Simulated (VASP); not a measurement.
# BN (Qingsongite) (F-43m) in VASP: single point with PBE

Aim: the single point of BN (Qingsongite) with PBE.

Program: VASP 6.6.1. These are calculated values, not measurements. Logs are shortened: lines on timing, memory, paths and dates and some standing lists are left out, and cuts for length are marked.

### 1 The cell of the first run

Symmetry: F-43m, No. 216, cubic system. Conventional cell: a = 3.615 Å, b = 3.615 Å, c = 3.615 Å, α = 90.00°, β = 90.00°, γ = 90.00°. Within 2.1 Å of B (site symmetry -43m) lie 4 N at 1.57 Å. Within 2.1 Å of N (site symmetry -43m) lie 4 B at 1.57 Å.

### 2 Single point, PBE

File INCAR:

```
PREC = Accurate
ENCUT = 600
EDIFF = 1E-6
ISMEAR = 0
SIGMA = 0.1
LREAL = False
LASPH = True
NELM = 120
ALGO = Normal
ISIF = 2
LWAVE = False
LCHARG = True
GGA = PE
LELF = True
LVHAR = True
NBANDS = 11
GGA_COMPAT = False
```

File KPOINTS:

```
regular mesh
0
Gamma
  5 5 5
```

File POSCAR:

```
BN
1.0
    0.0000000000      1.8075000000      1.8075000000
    1.8075000000      0.0000000000      1.8075000000
    1.8075000000      1.8075000000      0.0000000000
B N
1 1
Direct
    0.0000000000      0.0000000000      0.0000000000
    0.2500000000      0.2500000000      0.2500000000
```

Potentials or basis: VASP PAW PBE potentials, release 64 (B, N).

Launch:

```console
cat potpaw_PBE.64/B/POTCAR potpaw_PBE.64/N/POTCAR > POTCAR
mpirun -np 1 vasp_std > vasp.out
```

OUTCAR:

```text
PREC = Accurate
   ENCUT = 600
   EDIFF = 1E-6
   ISMEAR = 0
   LREAL = False
   LASPH = True
   NELM = 120
   ISIF = 2
   GGA = PE

 ion  position               nearest neighbor table
   1  0.000  0.000  0.000-   2 1.57   2 1.57   2 1.57   2 1.57
   2  0.250  0.250  0.250-   1 1.57   1 1.57   1 1.57   1 1.57

  LATTYP: Found a face centered cubic cell.
 ALAT       =     3.6150000000

  Lattice vectors:

 A1 = (   0.0000000000,   1.8075000000,   1.8075000000)
 A2 = (   1.8075000000,   0.0000000000,   1.8075000000)
 A3 = (   1.8075000000,   1.8075000000,   0.0000000000)

Analysis of symmetry for initial positions (statically):
=====================================================================
 Subroutine PRICEL returns:
 Original cell was already a primitive cell.

 Routine SETGRP: Setting up the symmetry group for a
 face centered cubic supercell.

 Subroutine GETGRP returns: Found 24 space group operations
 (whereof 24 operations were pure point group operations)
 out of a pool of 48 trial point group operations.

The static configuration has the point symmetry T_d .

Analysis of symmetry for dynamics (positions and initial velocities):
=====================================================================
 Subroutine PRICEL returns:
 Original cell was already a primitive cell.

 Routine SETGRP: Setting up the symmetry group for a
 face centered cubic supercell.

 Subroutine GETGRP returns: Found 24 space group operations
 (whereof 24 operations were pure point group operations)
 out of a pool of 48 trial point group operations.

The dynamic configuration has the point symmetry T_d .

 Subroutine INISYM returns: Found 24 space group operations
 (whereof 24 operations are pure point group operations),
 and found     1 'primitive' translations

----------------------------------------------------------------------------------------

                                     Primitive cell

  volume of cell :      11.8104

  direct lattice vectors                    reciprocal lattice vectors
     0.000000000  1.807500000  1.807500000    -0.276625173  0.276625173  0.276625173
     1.807500000  0.000000000  1.807500000     0.276625173 -0.276625173  0.276625173
     1.807500000  1.807500000  0.000000000     0.276625173  0.276625173 -0.276625173

  length of vectors
     2.556191014  2.556191014  2.556191014     0.479128854  0.479128854  0.479128854

  position of ions in fractional coordinates (direct lattice)
     0.000000000  0.000000000  0.000000000
     0.250000000  0.250000000  0.250000000

  ion indices of the primitive-cell ions
   primitive index   ion index
                 1           1
                 2           2

----------------------------------------------------------------------------------------

 KPOINTS: regular mesh

Automatic generation of k-mesh.
 Grid dimensions read from file:
 generate k-points for:    5    5    5

 Generating k-lattice:

  Cartesian coordinates                     Fractional coordinates (reciprocal lattice)
    -0.055325035  0.055325035  0.055325035     0.200000000  0.000000000  0.000000000
     0.055325035 -0.055325035  0.055325035     0.000000000  0.200000000  0.000000000
     0.055325035  0.055325035 -0.055325035     0.000000000  0.000000000  0.200000000

  Length of vectors
     0.095825771  0.095825771  0.095825771

  Shift w.r.t. Gamma in fractional coordinates (k-lattice)
     0.000000000  0.000000000  0.000000000

 Subroutine IBZKPT returns following result:
 ===========================================

 Found     10 irreducible k-points:

 Following reciprocal coordinates:
            Coordinates               Weight
  0.000000  0.000000  0.000000      1.000000
  0.200000  0.000000  0.000000      8.000000
  0.400000  0.000000  0.000000      8.000000
  0.200000  0.200000  0.000000      6.000000
  0.400000  0.200000  0.000000     24.000000
 -0.400000  0.200000  0.000000     24.000000
 -0.200000  0.200000  0.000000     12.000000
  0.400000  0.400000  0.000000      6.000000
 -0.400000  0.400000  0.000000     12.000000
 -0.400000  0.400000  0.200000     24.000000
   k-points           NKPTS =     10   k-points in BZ     NKDIM =     10   number of bands    NBANDS=     11
   number of dos      NEDOS =    301   number of ions     NIONS =      2
   total plane-waves  NPLWV =   8000
   dimension x,y,z NGX =    20 NGY =   20 NGZ =   20
   dimension x,y,z NGXF=    40 NGYF=   40 NGZF=   40
   ions per type =               1   1
   NGX,Y,Z   is equivalent  to a cutoff of  13.01, 13.01, 13.01 a.u.
   NGXF,Y,Z  is equivalent  to a cutoff of  26.01, 26.01, 26.01 a.u.
 SYSTEM =  unknown system
   PREC   = accura    normal or accurate (medium, high low for compatibility)
   ISTART =      0    job   : 0-new  1-cont  2-samecut
   ICHARG =      2    charge: 1-file 2-atom 10-const
   ISPIN  =      1    spin polarized calculation?
   LNONCOLLINEAR =      F non collinear calculations
   LSORBIT =      F    spin-orbit coupling
   LASPH  =      T    aspherical Exc in radial PAW
   ENCUT  =  600.0 eV  44.10 Ry    6.64 a.u.   5.11  5.11  5.11*2*pi/ulx,y,z
   NELM   =    120;   NELMIN=  2; NELMDL= -5     # of ELM steps
   EDIFF  = 0.1E-05   stopping-criterion for ELM
   LREAL  =      F    real-space projection
   EDIFFG = 0.1E-04   stopping-criterion for IOM
   NSW    =      0    number of steps for IOM
   IBRION =     -1    ionic relax: 0-MD 1-quasi-New 2-CG
   NFREE  =      0    steps in history (QN), initial steepest desc. (CG)
   ISIF   =      2    stress and relaxation
   ISYM   =      2    0-nonsym 1-usesym 2-fastsym
   POTIM  = 0.5000    time-step for ionic-motion
   TEBEG  =    0.0;   TEEND  =   0.0 temperature during run
   PSTRESS=    0.0 pullay stress
   NELECT =       8.0000    total number of electrons
   NUPDOWN=      -1.0000    fix difference up-down
   EMIN   =  10.00;   EMAX   =-10.00  energy-range for DOS
   EFERMI =   0.00;   METHOD = LEGACY
   ISMEAR =     0;   SIGMA  =   0.10  broadening in eV -4-tet -1-fermi 0-gaus
   EFERMI_NEDOS =   21; number of points for ismear=-14 and -15
   IALGO  =     38    algorithm
   IMIX   =      4    mixing-type and parameters
     AMIX     =   0.40;   BMIX     =  1.00
     AMIX_MAG =   1.60;   BMIX_MAG =  1.00
  volume/ion in A,a.u.               =       5.91        39.85
  Fermi-wavevector in a.u.,A,eV,Ry     =   1.437749  2.716952 28.124920  2.067123
  Thomas-Fermi vector in A             =   2.556793
   LORBIT       =      0    0 simple, 1 ext, 2 COOP (PROOUT), +10 PAW based schemes
   GGA     = PE    functional components
   LHFCALC =     F    Hartree Fock is set to
   AEXX    =    0.0000 exact exchange contribution
   IVDW    =     0    specifies the selected vdW correction
   LEPSILON=     F    determine dielectric tensor
   LRPA    =     F    only Hartree local field effects (RPA)
 non-spin polarized calculation
 Gauss-broadening in eV      SIGMA  =   0.10
  energy-cutoff  :      600.00
  volume of cell :       11.81
 maximum number of plane-waves:       411
   NGX = 11   NGY = 11   NGZ = 11

 number of electron       7.9999999 magnetization

 Free energy of the ion-electron system (eV)
  ---------------------------------------------------
  ext. energy  EPLUGINS =         0.00000000
  ---------------------------------------------------
  free energy    TOTEN  =       -17.43676865 eV

  energy without entropy =      -17.43676865  energy(sigma->0) =      -17.43676865

 E-fermi :   8.0048     XC(G=0): -12.8195

 val. band max:        7.4124529942   @ k =   0.0000   0.0000   0.0000
 cond. band min:      12.3509479490   @ k =   0.4000   0.4000   0.0000
 fundamental gap:      4.9384949548
 Fermi energy:         8.0048289186

 k-point     1 :       0.0000    0.0000    0.0000
  band No.  band energies     occupation
      1     -12.8224      2.00000
      2       7.4125      2.00000
      3       7.4125      2.00000
      4       7.4125      2.00000
      5      16.2244      0.00000
      6      16.2244      0.00000
      7      16.2244      0.00000
      8      17.7604      0.00000
      9      32.1573      0.00000
     10      35.1707      0.00000
     11      35.1707      0.00000

 k-point     2 :       0.2000    0.0000    0.0000
  band No.  band energies     occupation
      1     -11.8636      2.00000
      2       3.4249      2.00000
      3       6.5869      2.00000
      4       6.5869      2.00000
      5      16.8747      0.00000
      6      17.4045      0.00000
      7      17.4045      0.00000
      8      20.2134      0.00000
      9      31.0969      0.00000
     10      31.0969      0.00000
     11      31.1580      0.00000

 k-point     3 :       0.4000    0.0000    0.0000
  band No.  band energies     occupation
      1      -9.3868      2.00000
      2      -2.0839      2.00000
      3       5.6104      2.00000
      4       5.6104      2.00000
      5      17.4659      0.00000
      6      18.1175      0.00000
      7      18.1175      0.00000
      8      22.4145      0.00000
      9      30.7014      0.00000
     10      33.0222      0.00000
     11      33.0222      0.00000

 k-point     4 :       0.2000    0.2000    0.0000
  band No.  band energies     occupation
      1     -11.5474      2.00000
      2       4.6136      2.00000
      3       5.1413      2.00000
      4       5.1413      2.00000
      5      14.8036      0.00000
      6      19.3914      0.00000
      7      19.5483      0.00000
      8      19.5483      0.00000
      9      25.9180      0.00000
     10      34.1410      0.00000
     11      36.9936      0.00000
[... 43 lines left out ...]
 k-point     8 :       0.4000    0.4000    0.0000
  band No.  band energies     occupation
      1      -8.2790      2.00000
      2      -0.2298      2.00000
      3       2.8243      2.00000
      4       2.8243      2.00000
      5      12.3509      0.00000
      6      17.0073      0.00000
      7      24.3665      0.00000
      8      24.3665      0.00000
      9      27.5665      0.00000
     10      34.7655      0.00000
     11      42.0974      0.00000

 k-point     9 :      -0.4000    0.4000    0.0000
  band No.  band energies     occupation
      1      -7.1164      2.00000
      2      -0.9728      2.00000
      3       0.3453      2.00000
      4       3.0436      2.00000
      5      13.7364      0.00000
      6      19.0635      0.00000
      7      23.9042      0.00000
      8      24.4686      0.00000
      9      26.7766      0.00000
     10      34.0072      0.00000
     11      36.0303      0.00000

 k-point    10 :      -0.4000    0.4000    0.2000
  band No.  band energies     occupation
      1      -7.6259      2.00000
      2      -0.6823      2.00000
      3       1.0337      2.00000
      4       2.5194      2.00000
      5      16.4994      0.00000
      6      19.6891      0.00000
      7      21.0572      0.00000
      8      24.2246      0.00000
      9      26.2267      0.00000
     10      32.9424      0.00000
     11      36.2525      0.00000

------------------------ aborting loop because EDIFF is reached ----------------------------------------

  FORCE on cell =-STRESS in cart. coord.  units (eV):
  Direction    XX          YY          ZZ          XY          YZ          ZX
  --------------------------------------------------------------------------------------
  -------------------------------------------------------------------------------------
  Total        0.2341165      0.2341165      0.2341165      0.0000000      0.0000000     -0.0000000
  in kB       31.7597912     31.7597912     31.7597912      0.0000000      0.0000000     -0.0000000
  external PRESSURE =      31.7597912 kB  Pullay stress =       0.0000000 kB

 VOLUME and BASIS-vectors are now :
 -----------------------------------------------------------------------------
  energy-cutoff  :      600.00
  volume of cell :       11.81
      direct lattice vectors                 reciprocal lattice vectors
     0.000000000  1.807500000  1.807500000    -0.276625173  0.276625173  0.276625173
     1.807500000  0.000000000  1.807500000     0.276625173 -0.276625173  0.276625173
     1.807500000  1.807500000  0.000000000     0.276625173  0.276625173 -0.276625173

 POSITION                                       TOTAL-FORCE (eV/Angst)
 -----------------------------------------------------------------------------------
      0.00000      0.00000      0.00000         0.000000      0.000000      0.000000
      0.90375      0.90375      0.90375        -0.000000     -0.000000     -0.000000
 -----------------------------------------------------------------------------------
    total drift:                                0.000000      0.000000      0.000000

  FREE ENERGIE OF THE ION-ELECTRON SYSTEM (eV)
  ---------------------------------------------------
  free  energy   TOTEN  =       -17.4367686543 eV

  energy  without entropy=      -17.4367686543  energy(sigma->0) =      -17.43676865
```

Run time: 4.6 s. Hardware: 1 thread of Intel Xeon 8259CL, shared host; peak memory 0.12 GiB.

Results:

* Free energy: -17.4368 eV
* Pressure: 3.2 GPa
* Band gap on the k mesh: 4.94 eV, indirect (least direct gap 8.81 eV)

Caveat: the k points lie up to 0.60 Å⁻¹ apart.
